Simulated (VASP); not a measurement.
# PbS in VASP: further runs

The runs below take PbS through single point, with PBE+D3(BJ), r2SCAN.

Everything below comes from runs of VASP 6.6.1. Logs are shortened: lines on timing, memory, paths and dates and some standing lists are left out, and cuts for length are marked.

## Step 1: The cell of the first run

The typed cell holds 4 atoms: a = 4.193 Å, b = 4.193 Å, c = 5.950 Å, α = 90.00°, β = 90.00°, γ = 90.00°.

## Step 2: Single point, PBE+D3(BJ)

INCAR reads:

```
SYSTEM = PbS
PREC = Accurate ; ENCUT = 520
EDIFF = 1E-6 ; ISMEAR = 0
SIGMA = 0.02 ; LREAL = .FALSE.
LASPH = .TRUE. ; NELM = 100
ALGO = Normal ; ISIF = 2
LWAVE = .FALSE. ; LCHARG = .TRUE.
GGA = PE ; IVDW = 12
LELF = .TRUE. ; LVHAR = .TRUE.
NBANDS = 28
```

KPOINTS reads:

```
Automatic mesh
0
G
  8 8 4
  0 0 0
```

POSCAR reads:

```
PbS
1.0
    2.9590534310     -2.9645926788      0.1814803641
    2.9590534310      2.9645926788      0.1814803641
   -0.3641963768      0.0000000000      5.9387846209
Pb S
2 2
Direct
    0.7500168789      0.7500168789      0.7499299727
    0.2499831211      0.2499831211      0.2500700273
    0.2500274692      0.2500274692      0.7497205614
    0.7499725308      0.7499725308      0.2502794386
```

Potentials or basis: VASP PAW PBE potentials, release 64 (Pb_d, S).

On the command line:

```bash
$ cat potpaw_PBE.64/Pb_d/POTCAR potpaw_PBE.64/S/POTCAR > POTCAR
$ mpirun -np 1 vasp_std > vasp.out
```

OUTCAR:

```text
SYSTEM = PbS
   PREC = Accurate
   ENCUT = 520
   EDIFF = 1E-6
   ISMEAR = 0
   LREAL = .FALSE.
   LASPH = .TRUE.
   NELM = 100
   ISIF = 2
   GGA = PE
   IVDW = 12
 IVDW          = 12

 ion  position               nearest neighbor table
   1  0.750  0.750  0.750-   3 2.96   3 2.96   3 2.96   3 2.96   4 2.97   4 2.98
   2  0.250  0.250  0.250-   4 2.96   4 2.96   4 2.96   4 2.96   3 2.97   3 2.98
   3  0.250  0.250  0.750-   1 2.96   1 2.96   1 2.96   1 2.96   2 2.97   2 2.98
   4  0.750  0.750  0.250-   2 2.96   2 2.96   2 2.96   2 2.96   1 2.97   1 2.98

  LATTYP: Found a simple tetragonal cell.
 ALAT       =     4.1925817918
 C/A-ratio  =     1.4191592724

  Lattice vectors:

 A1 = (   2.9590534310,  -2.9645926788,   0.1814803641)
 A2 = (   2.9590534310,   2.9645926788,   0.1814803641)
 A3 = (  -0.3641963768,   0.0000000000,   5.9387846209)

Analysis of symmetry for initial positions (statically):
=====================================================================
 Subroutine PRICEL returns:
 Original cell was already a primitive cell.

 Routine SETGRP: Setting up the symmetry group for a
 simple tetragonal supercell.

 Subroutine GETGRP returns: Found  4 space group operations
 (whereof  4 operations were pure point group operations)
 out of a pool of 16 trial point group operations.

The static configuration has the point symmetry C_2h.

Analysis of symmetry for dynamics (positions and initial velocities):
=====================================================================
 Subroutine PRICEL returns:
 Original cell was already a primitive cell.

 Routine SETGRP: Setting up the symmetry group for a
 simple tetragonal supercell.

 Subroutine GETGRP returns: Found  4 space group operations
 (whereof  4 operations were pure point group operations)
 out of a pool of 16 trial point group operations.

The dynamic configuration has the point symmetry C_2h.

 Subroutine INISYM returns: Found  4 space group operations
 (whereof  4 operations are pure point group operations),
 and found     1 'primitive' translations

----------------------------------------------------------------------------------------

                                     Primitive cell

  volume of cell :     104.5865

  direct lattice vectors                    reciprocal lattice vectors
     2.959053431 -2.964592679  0.181480364     0.168339811 -0.168657234  0.010323451
     2.959053431  2.964592679  0.181480364     0.168339811  0.168657234  0.010323451
    -0.364196377  0.000000000  5.938784621    -0.010288425  0.000000000  0.167753683

  length of vectors
     4.192581792  4.192581792  5.949941325     0.238516516  0.238516516  0.168068884

  position of ions in fractional coordinates (direct lattice)
     0.750016879  0.750016879  0.749929973
     0.249983121  0.249983121  0.250070027
     0.250027469  0.250027469  0.749720561
     0.749972531  0.749972531  0.250279439

  ion indices of the primitive-cell ions
   primitive index   ion index
                 1           1
                 2           2
                 3           3
                 4           4

----------------------------------------------------------------------------------------

 KPOINTS: Automatic mesh

Automatic generation of k-mesh.
 Grid dimensions read from file:
 generate k-points for:    8    8    4

 Generating k-lattice:

  Cartesian coordinates                     Fractional coordinates (reciprocal lattice)
     0.021042476 -0.021082154  0.001290431     0.125000000 -0.000000000  0.000000000
     0.021042476  0.021082154  0.001290431    -0.000000000  0.125000000  0.000000000
    -0.002572106  0.000000000  0.041938421    -0.000000000 -0.000000000  0.250000000

  Length of vectors
     0.029814564  0.029814564  0.042017221

  Shift w.r.t. Gamma in fractional coordinates (k-lattice)
     0.000000000  0.000000000  0.000000000

 Subroutine IBZKPT returns following result:
 ===========================================

 Found     78 irreducible k-points:

 Following reciprocal coordinates:
            Coordinates               Weight
  0.000000  0.000000  0.000000      1.000000
  0.125000  0.000000  0.000000      4.000000
  0.250000  0.000000  0.000000      4.000000
  0.375000 -0.000000  0.000000      4.000000
  0.500000  0.000000  0.000000      2.000000
  0.125000  0.125000  0.000000      2.000000
[... 16 lines left out ...]
  0.125000 -0.000000  0.250000      4.000000
 -0.125000 -0.000000  0.250000      4.000000
 [... further k-points ...]
   k-points           NKPTS =     78   k-points in BZ     NKDIM =     78   number of bands    NBANDS=     28
   number of dos      NEDOS =    301   number of ions     NIONS =      4
   total plane-waves  NPLWV =  49152
   dimension x,y,z NGX =    32 NGY =   32 NGZ =   48
   dimension x,y,z NGXF=    64 NGYF=   64 NGZF=   96
   ions per type =               2   2
   NGX,Y,Z   is equivalent  to a cutoff of  12.69, 12.69, 13.41 a.u.
   NGXF,Y,Z  is equivalent  to a cutoff of  25.38, 25.38, 26.82 a.u.
 SYSTEM =  PbS
   PREC   = accura    normal or accurate (medium, high low for compatibility)
   ISTART =      0    job   : 0-new  1-cont  2-samecut
   ICHARG =      2    charge: 1-file 2-atom 10-const
   ISPIN  =      1    spin polarized calculation?
   LNONCOLLINEAR =      F non collinear calculations
   LSORBIT =      F    spin-orbit coupling
   LASPH  =      T    aspherical Exc in radial PAW
   ENCUT  =  520.0 eV  38.22 Ry    6.18 a.u.   7.80  7.80 11.06*2*pi/ulx,y,z
   NELM   =    100;   NELMIN=  2; NELMDL= -5     # of ELM steps
   EDIFF  = 0.1E-05   stopping-criterion for ELM
   LREAL  =      F    real-space projection
   EDIFFG = 0.1E-04   stopping-criterion for IOM
   NSW    =      0    number of steps for IOM
   IBRION =     -1    ionic relax: 0-MD 1-quasi-New 2-CG
   NFREE  =      0    steps in history (QN), initial steepest desc. (CG)
   ISIF   =      2    stress and relaxation
   ISYM   =      2    0-nonsym 1-usesym 2-fastsym
   POTIM  = 0.5000    time-step for ionic-motion
   TEBEG  =    0.0;   TEEND  =   0.0 temperature during run
   PSTRESS=    0.0 pullay stress
   NELECT =      40.0000    total number of electrons
   NUPDOWN=      -1.0000    fix difference up-down
   EMIN   =  10.00;   EMAX   =-10.00  energy-range for DOS
   EFERMI =   0.00;   METHOD = LEGACY
   ISMEAR =     0;   SIGMA  =   0.02  broadening in eV -4-tet -1-fermi 0-gaus
   EFERMI_NEDOS =   21; number of points for ismear=-14 and -15
   IALGO  =     38    algorithm
   IMIX   =      4    mixing-type and parameters
     AMIX     =   0.40;   BMIX     =  1.00
     AMIX_MAG =   1.60;   BMIX_MAG =  1.00
  volume/ion in A,a.u.               =      26.15       176.45
  Fermi-wavevector in a.u.,A,eV,Ry     =   1.188328  2.245614 19.213098  1.412123
  Thomas-Fermi vector in A             =   2.324460
   LORBIT       =      0    0 simple, 1 ext, 2 COOP (PROOUT), +10 PAW based schemes
   GGA     = PE    functional components
   LHFCALC =     F    Hartree Fock is set to
   AEXX    =    0.0000 exact exchange contribution
   IVDW    =    12    specifies the selected vdW correction
   LEPSILON=     F    determine dielectric tensor
   LRPA    =     F    only Hartree local field effects (RPA)
 non-spin polarized calculation
 Gauss-broadening in eV      SIGMA  =   0.02
  energy-cutoff  :      520.00
  volume of cell :      104.59
 maximum number of plane-waves:      2848
   NGX = 15   NGY = 15   NGZ = 23

 number of electron      39.9999993 magnetization

 Free energy of the ion-electron system (eV)
  ---------------------------------------------------
  ext. energy  EPLUGINS =         0.00000000
  ---------------------------------------------------
  free energy    TOTEN  =       -17.50270771 eV

  energy without entropy =      -17.50270771  energy(sigma->0) =      -17.50270771

 E-fermi :   5.8941     XC(G=0):  -9.6708

 val. band max:        5.7916572868   @ k =   0.5000  -0.0000   0.5000
 cond. band min:       6.1629519221   @ k =   0.5000  -0.0000   0.5000
 fundamental gap:      0.3712946353
 Fermi energy:         5.8940687052

 k-point     1 :       0.0000    0.0000    0.0000
  band No.  band energies     occupation
      1     -11.1657      2.00000
      2     -11.0517      2.00000
      3     -11.0294      2.00000
      4     -11.0294      2.00000
      5     -11.0267      2.00000
      6     -11.0143      2.00000
[... 20 lines left out ...]
     27      11.4823      0.00000
     28      12.5214      0.00000

 k-point     2 :       0.1250    0.0000    0.0000
  band No.  band energies     occupation
      1     -11.1545      2.00000
      2     -11.0456      2.00000
      3     -11.0294      2.00000
      4     -11.0269      2.00000
      5     -11.0238      2.00000
      6     -11.0130      2.00000
[... 20 lines left out ...]
     27      11.3781      0.00000
     28      12.5290      0.00000

 k-point     3 :       0.2500    0.0000    0.0000
  band No.  band energies     occupation
      1     -11.1259      2.00000
      2     -11.0294      2.00000
      3     -11.0285      2.00000
      4     -11.0268      2.00000
      5     -11.0205      2.00000
      6     -11.0198      2.00000
[... 20 lines left out ...]
     27      12.0402      0.00000
     28      12.9054      0.00000

 k-point     4 :       0.3750   -0.0000    0.0000
  band No.  band energies     occupation
      1     -11.0914      2.00000
      2     -11.0393      2.00000
      3     -11.0269      2.00000
      4     -11.0246      2.00000
      5     -11.0175      2.00000
      6     -11.0096      2.00000
[... 20 lines left out ...]
     27      13.4104      0.00000
     28      13.5701      0.00000

 k-point     5 :       0.5000    0.0000    0.0000
  band No.  band energies     occupation
      1     -11.0610      2.00000
      2     -11.0610      2.00000
      3     -11.0265      2.00000
      4     -11.0265      2.00000
      5     -11.0156      2.00000
      6     -11.0156      2.00000
[... 20 lines left out ...]
     27      14.0993      0.00000
     28      14.0997      0.00000

 k-point     6 :       0.1250    0.1250    0.0000
  band No.  band energies     occupation
      1     -11.1456      2.00000
      2     -11.0396      2.00000
      3     -11.0331      2.00000
      4     -11.0231      2.00000
      5     -11.0210      2.00000
      6     -11.0181      2.00000
[... 463 lines left out ...]
      5     -10.9873      2.00000
      6     -10.9873      2.00000
[... 20 lines left out ...]
     27      11.4994      0.00000
     28      11.4995      0.00000

 k-point    22 :       0.0000    0.0000    0.2500
  band No.  band energies     occupation
      1     -11.1353      2.00000
      2     -11.0480      2.00000
      3     -11.0304      2.00000
      4     -11.0267      2.00000
      5     -11.0210      2.00000
      6     -11.0210      2.00000
[... 20 lines left out ...]
     27      11.1912      0.00000
     28      11.6024      0.00000

 k-point    23 :       0.1250   -0.0000    0.2500
  band No.  band energies     occupation
      1     -11.1255      2.00000
      2     -11.0423      2.00000
      3     -11.0290      2.00000
      4     -11.0272      2.00000
      5     -11.0235      2.00000
      6     -11.0162      2.00000
[... 20 lines left out ...]
     27      11.3437      0.00000
     28      12.1840      0.00000

 k-point    24 :      -0.1250   -0.0000    0.2500
  band No.  band energies     occupation
      1     -11.1255      2.00000
      2     -11.0423      2.00000
      3     -11.0290      2.00000
      4     -11.0272      2.00000
      5     -11.0235      2.00000
      6     -11.0162      2.00000
[... 20 lines left out ...]
     27      11.3437      0.00000
     28      12.1839      0.00000

 [... further k-points ...]

------------------------ aborting loop because EDIFF is reached ----------------------------------------

 Edisp (eV)   -1.38551

 E8    (eV) :    -0.6239

  FORCE on cell =-STRESS in cart. coord.  units (eV):
  Direction    XX          YY          ZZ          XY          YZ          ZX
  --------------------------------------------------------------------------------------
  -------------------------------------------------------------------------------------
  Total      -0.04345    -0.04282    -0.05376     0.00000     0.00000     0.00055
  in kB      -0.66558    -0.65590    -0.82351     0.00000     0.00000     0.00843
  external pressure =       -0.72 kB  Pullay stress =        0.00 kB

 VOLUME and BASIS-vectors are now :
 -----------------------------------------------------------------------------
  energy-cutoff  :      520.00
  volume of cell :      104.59
      direct lattice vectors                 reciprocal lattice vectors
     2.959053431 -2.964592679  0.181480364     0.168339811 -0.168657234  0.010323451
     2.959053431  2.964592679  0.181480364     0.168339811  0.168657234  0.010323451
    -0.364196377  0.000000000  5.938784621    -0.010288425  0.000000000  0.167753683

 POSITION                                       TOTAL-FORCE (eV/Angst)
 -----------------------------------------------------------------------------------
      4.16556      0.00000      4.72590        -0.000108      0.000000      0.000764
      1.38835      0.00000      1.57585         0.000108      0.000000     -0.000764
      1.20664      0.00000      4.54318        -0.000240      0.000000      0.001986
      4.34727      0.00000      1.75857         0.000240      0.000000     -0.001986
 -----------------------------------------------------------------------------------
    total drift:                                0.000000      0.000000     -0.000000

  FREE ENERGIE OF THE ION-ELECTRON SYSTEM (eV)
  ---------------------------------------------------
  free  energy   TOTEN  =       -18.8882203504 eV

  energy  without entropy=      -18.8882203504  energy(sigma->0) =      -18.88822035
```

Run time: 4.4 min. Hardware: 1 thread of Intel Xeon 8259CL, shared host; peak memory 0.35 GiB.

Results:

| Item | Value |
| --- | --- |
| Free energy | -18.8882 eV |
| Pressure | -0.1 GPa |
| Band gap on the k mesh | 0.37 eV |
| Dispersion energy per atom | -0.346 eV |

Forces in eV/Å, atoms in the order of the input:
```
Pb   0.000  0.000  0.001
Pb   0.000  0.000 -0.001
S    0.000  0.000  0.002
S    0.000  0.000 -0.002
```

Caveat: spin-orbit coupling is left out, which moves the levels of the heavy elements.

## Step 3: Single point, r2SCAN

POSCAR reads:

```
PbS
1.0
    2.9614766715     -2.9670406489      0.1816208587
    2.9614766715      2.9670406489      0.1816208587
   -0.3633244647      0.0000000000      5.9243026043
Pb S
2 2
Direct
    0.7500000000      0.7500000000      0.7499492225
    0.2500000000      0.2500000000      0.2500507775
    0.2500000000      0.2500000000      0.7498460568
    0.7500000000      0.7500000000      0.2501539432
```

INCAR.step1 reads:

```
SYSTEM = PbS
  PREC = Accurate
  ENCUT = 520
  ISMEAR = 0
  SIGMA = 0.02
  LREAL = .False.
  LASPH = .True.
  NELM = 100
  NBANDS = 28
  GGA = PE
  ALGO = Normal
  EDIFF = 1E-4
  LWAVE = .True.
  LCHARG = .False.
```

INCAR.step2 reads:

```
SYSTEM = PbS
  PREC = Accurate
  ENCUT = 520
  EDIFF = 1E-6
  ISMEAR = 0
  SIGMA = 0.02
  LREAL = .False.
  LASPH = .True.
  NELM = 100
  ALGO = Normal
  ISIF = 2
  LWAVE = .False.
  LCHARG = .False.
  METAGGA = R2SCAN
  LMIXTAU = .True.
  NBANDS = 28
  ISTART = 1
```

KPOINTS reads:

```
Automatic mesh
0
Gamma
  8 8 6
  0 0 0
```

Potentials or basis: VASP PAW PBE potentials, release 64 (Pb_d, S).

On the command line:

```bash
$ cat potpaw_PBE.64/Pb_d/POTCAR potpaw_PBE.64/S/POTCAR > POTCAR
$ cp INCAR.step1 INCAR
$ mpirun -np 1 vasp_std > vasp.out
$ cp INCAR.step2 INCAR
$ mpirun -np 1 vasp_std > vasp.out
```

It took 10 min on 1 thread of Intel Xeon 8259CL, shared host; peak memory 0.32 GiB.

Results (log left out):

| Item | Value |
| --- | --- |
| Free energy | -131.2152 eV |
| Pressure | 1.2 GPa |
| Band gap on the k mesh | 0.63 eV |

Levels at points of the mesh, in eV from the valence-band top:
| k point | band 17 | band 18 | band 19 | band 20 | band 21 | band 22 | band 23 | band 24 |
| --- | --- | --- | --- | --- | --- | --- | --- | --- |
| (0.00, 0.00, 0.00) | -3.61 | -2.33 | -2.33 | -2.33 | 4.15 | 5.54 | 5.55 | 5.55 |
| (0.50, 0.00, 0.00) | -2.04 | -2.04 | -0.83 | -0.83 | 1.69 | 1.69 | 2.66 | 2.66 |
| (0.50, 0.50, 0.00) | -3.61 | -3.61 | -3.61 | -3.61 | 4.15 | 4.15 | 6.00 | 6.00 |
| (0.00, 0.00, 0.50) | -2.99 | -2.99 | -1.80 | -1.80 | 2.69 | 2.70 | 5.06 | 5.06 |
| (0.50, 0.00, 0.50) | -1.93 | -1.93 | 0.00 | 0.00 | 0.63 | 0.63 | 2.18 | 2.18 |
| (0.50, 0.50, 0.50) | -4.60 | -4.60 | -1.12 | -1.12 | 2.46 | 2.46 | 5.00 | 5.00 |

Caveat: the PAW data sets were made with another functional, which shifts forces and pressure a little; spin-orbit coupling is left out, which moves the levels of the heavy elements. A k mesh can miss the band edges.

## Step 4: Single point, PBE+D3(BJ)

INCAR reads:

```
SYSTEM = PbS
PREC     = Accurate       ! precision mode
ENCUT    = 520            ! plane-wave cutoff, eV
EDIFF    = 1E-6           ! SCF threshold, eV
ISMEAR   = 0              ! smearing method
SIGMA    = 0.02           ! smearing width, eV
LREAL    = .FALSE.        ! projectors in reciprocal space
LASPH    = .TRUE.         ! aspherical terms in the spheres
NELM     = 80             ! most SCF steps
ALGO     = Normal         ! electronic algorithm
ISIF     = 2              ! what is computed and relaxed
LWAVE    = .FALSE.        ! write WAVECAR
LCHARG   = .TRUE.         ! write CHGCAR
GGA      = PE             ! functional
IVDW     = 12             ! dispersion correction
LELF     = .TRUE.         ! ELF
LVHAR    = .TRUE.       
NBANDS   = 28             ! bands
```

KPOINTS reads:

```
regular mesh
0
G
  8 8 6
  0 0 0
```

POSCAR reads:

```
PbS
1.0
    2.9614765721     -2.9670407458      0.1816208973
    2.9614765721      2.9670407458      0.1816208973
   -0.3633243756      0.0000000000      5.9243026098
Pb S
2 2
Direct
    0.7499985725      0.7499985725      0.7499492225
    0.2500014275      0.2500014275      0.2500507775
    0.2500053769      0.2500053769      0.7498460568
    0.7499946231      0.7499946231      0.2501539432
```

On the command line:

```bash
$ cat potpaw_PBE.64/Pb_d/POTCAR potpaw_PBE.64/S/POTCAR > POTCAR
$ mpirun -np 1 vasp_std > vasp.out
```

Run time: 4.1 min. Hardware: 1 thread of Intel Xeon 8259CL, shared host; peak memory 0.41 GiB.

Results (log left out):

| Property | Result |
| --- | --- |
| Free energy | -18.8998 eV |
| Pressure | -0.1 GPa |
| Band gap on the k mesh | 0.37 eV |
| Dispersion energy per atom | -0.347 eV |

Levels at points of the mesh, in eV from the valence-band top:
```csv
k point,band 16,band 17,band 18,band 19,band 20,band 21,band 22,band 23,band 24,band 25
"(0.00, 0.00, 0.00)",-3.43,-3.43,-2.16,-2.16,-2.16,3.87,5.21,5.21,5.21,5.57
"(0.50, 0.00, 0.00)",-3.70,-1.89,-1.89,-0.80,-0.80,1.44,1.44,2.44,2.44,4.25
"(0.50, 0.50, 0.00)",-5.18,-3.43,-3.43,-3.43,-3.43,3.87,3.87,5.57,5.57,5.68
"(0.00, 0.00, 0.50)",-2.83,-2.82,-2.82,-1.72,-1.72,2.43,2.44,4.75,4.75,4.92
"(0.50, 0.00, 0.50)",-1.77,-1.77,-1.77,0.00,0.00,0.37,0.37,1.97,1.97,1.97
"(0.50, 0.50, 0.50)",-4.42,-4.41,-4.41,-1.02,-1.02,2.19,2.19,4.66,4.66,4.67
```

Caveat: spin-orbit coupling is left out, which moves the levels of the heavy elements. A k mesh can miss the band edges.

## Step 5: Overview

```csv
level,cell,k mesh,gap on the mesh (eV),pressure (GPa)
PBE+D3(BJ),"a = 4.193, b = 4.193, c = 5.950 Å, 4 atoms, atomic positions A",8 × 8 × 4,0.37,-0.1
r2SCAN,"a = 4.196, b = 4.196, c = 5.935 Å, 4 atoms, atomic positions B",8 × 8 × 6,0.63,1.2
PBE+D3(BJ),"a = 4.196, b = 4.196, c = 5.935 Å, 4 atoms, atomic positions B",8 × 8 × 6,0.37,-0.1
```

Alike in all rows: task single point; potentials or basis VASP PAW PBE potentials, release 64 (Pb_d, S); no spin polarisation; cutoff (eV) 520; smearing gaussian 0.02 eV.

Caveats: spin-orbit coupling is left out, which moves the levels of the heavy elements; the PAW data sets were made with another functional, which shifts forces and pressure a little (at least some runs).

Absolute energies hang on the potentials; compare differences alone.
